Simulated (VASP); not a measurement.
Wanted: the native input for a VASP 6.6.1 run.

| Property | Result |
| --- | --- |
| Task | single point |
| Functional | r2SCAN |
| Potentials or basis | VASP PAW PBE potentials, release 64 (Al, Ga_d, N) |
| Cutoff | 520 eV |
| k mesh | 6 × 8 × 4 |
| Occupations | gaussian, width 0.02 eV |
| Spin | no spin polarisation |
| Dipole correction | no |
| Further INCAR settings | ALGO = Normal; EDIFF = 1e-06; NBANDS = 31 |

Crystal: Al3GaN4.

```
Al Ga N
1.0
     5.03808    0.00000    0.00000
     0.00000    3.12495    0.00000
    -0.00323    0.00000    5.41039
Al Ga N
3 1 4
Direct
  0.50022 0.50000 0.16726
  0.00067 0.50000 0.83490
  0.00100 0.00000 0.33164
  0.49949 0.00000 0.66620
  0.11071 0.00000 0.66632
  0.12268 0.50000 0.16713
  0.62541 0.50000 0.84068
  0.62341 0.00000 0.32586
```

These files were run (other wordings do the same):

POSCAR

```
Al3GaN4
1.0
    5.0380821998      0.0000000000      0.0000000000
    0.0000000000      3.1249488270      0.0000000000
   -0.0032252750      0.0000000000      5.4103930200
Al Ga N
3 1 4
Direct
    0.5002216621      0.5000000000      0.1672550744
    0.0006683705      0.5000000000      0.8349019371
    0.0010043256      0.0000000000      0.3316444641
    0.4994946875      0.0000000000      0.6662044645
    0.1107069786      0.0000000000      0.6663170127
    0.1226755896      0.5000000000      0.1671322914
    0.6254135995      0.5000000000      0.8406810062
    0.6234137865      0.0000000000      0.3258647496
```

INCAR.step1

```
SYSTEM = Al3GaN4
  PREC = Accurate
  ENCUT = 520
  ISMEAR = 0
  SIGMA = 0.02
  LREAL = .False.
  LASPH = .True.
  NELM = 80
  NBANDS = 31
  GGA = PE
  ALGO = Normal
  EDIFF = 1E-4
  LWAVE = .True.
  LCHARG = .False.
```

INCAR.step2

```
SYSTEM = Al3GaN4
  PREC = Accurate
  ENCUT = 520
  EDIFF = 1E-6
  ISMEAR = 0
  SIGMA = 0.02
  LREAL = .False.
  LASPH = .True.
  NELM = 80
  ALGO = Normal
  ISIF = 2
  LWAVE = .False.
  LCHARG = .False.
  METAGGA = R2SCAN
  LMIXTAU = .True.
  NBANDS = 31
  ISTART = 1
```

KPOINTS

```
regular mesh
0
Gamma
  6 8 4
  0 0 0
```

Potentials or basis: VASP PAW PBE potentials, release 64 (Al, Ga_d, N).

Launch:

```sh
$ cat potpaw_PBE.64/Al/POTCAR potpaw_PBE.64/Ga_d/POTCAR potpaw_PBE.64/N/POTCAR > POTCAR
$ cp INCAR.step1 INCAR
$ mpirun -np 1 vasp_std > vasp.out
$ cp INCAR.step2 INCAR
$ mpirun -np 1 vasp_std > vasp.out
```

It gave:

```
Pressure               : 0.0 GPa
Largest force          : 0.091 eV/Å
Band gap on the k mesh : 4.16 eV, direct
```

Caveat: the PAW data sets were made with another functional, which shifts forces and pressure a little.

It took 3.9 min on 1 thread of Intel(R) Xeon(R) 6975P-C (Granite Rapids), on a shared host, peak memory 0.31 GiB.
